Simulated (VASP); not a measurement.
Wanted: the native input for a VASP 6.6.1 run.

- Task: single point
- Functional: PBEsol
- Potentials or basis: VASP PAW PBE potentials, release 64 (W_sv)
- Cutoff: 520 eV
- k mesh: 14 × 14 × 14
- Occupations: fermi-dirac, width 0.1 eV
- Spin: no spin polarisation
- Dipole correction: no
- Further INCAR settings: ALGO = Normal; EDIFF = 1e-07; NBANDS = 21

The structure of W lies in POSCAR:

```
W
1.0
    0.0000000000      2.8789574376      2.8789574376
    2.8789574376      0.0000000000      2.8789574376
    2.8789574376      2.8789574376      0.0000000000
W
2
Direct
   -0.1250000000     -0.1250000000     -0.1250000000
    0.1250000000      0.1250000000      0.1250000000
```

One way to write it, as run:

INCAR

```
ALGO = Normal ; EDIFF = 1E-7
ENCUT = 520 ; GGA = PS
ISIF = 2 ; ISMEAR = -1
LASPH = True ; LCHARG = False
LREAL = False ; LWAVE = False
NBANDS = 21 ; NELM = 60
PREC = Accurate ; SIGMA = 0.1
```

KPOINTS

```
k-points
0
Gamma
  14 14 14
```

Potentials or basis: VASP PAW PBE potentials, release 64 (W_sv).

Run with:

```sh
$ cat potpaw_PBE.64/W_sv/POTCAR > POTCAR
$ mpirun -np 1 vasp_std > vasp.out
```

Results of the run:

```json
{
  "Pressure": "0.7 GPa",
  "Band gap on the k mesh": "zero (band 14 reaches 5.98 eV, above the bottom of band 15 at 4.99 eV)"
}
```

Caveat: the PAW data sets were made with another functional, which shifts forces and pressure a little; spin-orbit coupling is left out, which moves the levels of the heavy elements.

Wall time 66 s on 1 thread of Intel(R) Xeon(R) Platinum 8488C (Sapphire Rapids), with other jobs on the host, peak memory 0.21 GiB.
